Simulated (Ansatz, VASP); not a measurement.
## Two plane-wave programs on Si

```
Si
1.0
     1.89967   -5.32059    0.00000
     1.89967    5.32059    0.00000
     0.00000    0.00000   12.57024
Si
12
Direct
  0.75707 0.24293 0.94498
  0.24293 0.75707 0.05502
  0.75707 0.24293 0.55502
  0.24293 0.75707 0.44498
  0.42870 0.57130 0.15723
  0.57130 0.42870 0.84277
  0.42870 0.57130 0.34277
  0.57130 0.42870 0.65723
  0.97110 0.02890 0.90927
  0.02890 0.97110 0.09073
  0.97110 0.02890 0.59073
  0.02890 0.97110 0.40927
```

Alike in both runs: task single point; functional LDA; k mesh 10 × 10 × 4; occupations gaussian, width 0.03 eV; no spin polarisation.

|  | VASP | Ansatz |
| --- | --- | --- |
| version | VASP 6.6.1 | Ansatz 0.2.0 |
| potentials or method | VASP PAW LDA potentials, release 64 (Si), cutoff 520 eV | scalar-relativistic, plane waves, PAW |
| valence electrons in the cell | 48 | 48 |

|  | VASP | Ansatz | Ansatz less VASP |
| --- | --- | --- | --- |
| gap on the k mesh at the Fermi level (eV) | 0.38 | 0.38 | +0.005 |
| least direct gap on the mesh (eV) | 0.47 | 0.47 | +0.006 |
| pressure (GPa) | 0.1 | 0.0 | -0.06 |

Ansatz warns that its potentials were made for another functional, while VASP's fit it. LDA's correlation is that of Perdew and Zunger in VASP and of Perdew and Wang (1992) in Ansatz.
